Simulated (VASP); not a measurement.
A run of VASP 6.6.1 is set up as follows.

The input INCAR:

```
PREC = Accurate ; ENCUT = 600
EDIFF = 1E-6 ; ISMEAR = 0
SIGMA = 0.05 ; LREAL = F
LASPH = T ; NELM = 80
ALGO = Normal ; ISIF = 3
LWAVE = F ; LCHARG = F
GGA = PS ; IBRION = 2
NSW = 80 ; EDIFFG = -0.01
```

The input KPOINTS:

```
regular mesh
0
Gamma
  16 16 8
```

The input POSCAR:

```
Zr
1.0
    3.2300000000      0.0000000000      0.0000000000
   -1.6150000000      2.7972620542      0.0000000000
    0.0000000000      0.0000000000      5.1453900000
Zr
2
Direct
    0.3333333333      0.6666666667      0.7500000000
    0.6666666667      0.3333333333      0.2500000000
```

Potentials or basis: VASP PAW PBE potentials, release 64 (Zr_sv).

Command:

```console
$ cat potpaw_PBE.64/Zr_sv/POTCAR > POTCAR
$ mpirun -np 1 vasp_std > vasp.out
```

(1) Estimate the band gap on the k mesh.

(2) Estimate the relaxed volume.

(3) Estimate the space group after relaxing (to 0.1 Å).

(4) Predict the relaxed cell.

Answers

(1) zero (bands 12 and 13 overlap by 1.34 eV).

(2) 22.48 Å³/atom.

(3) P6_3/mmc (No. 194).

(4) a = 3.187 Å, b = 3.187 Å, c = 5.111 Å, α = 90.00°, β = 90.00°, γ = 120.00°.

Caveat: the PAW data sets were made with another functional, which shifts forces and pressure a little.
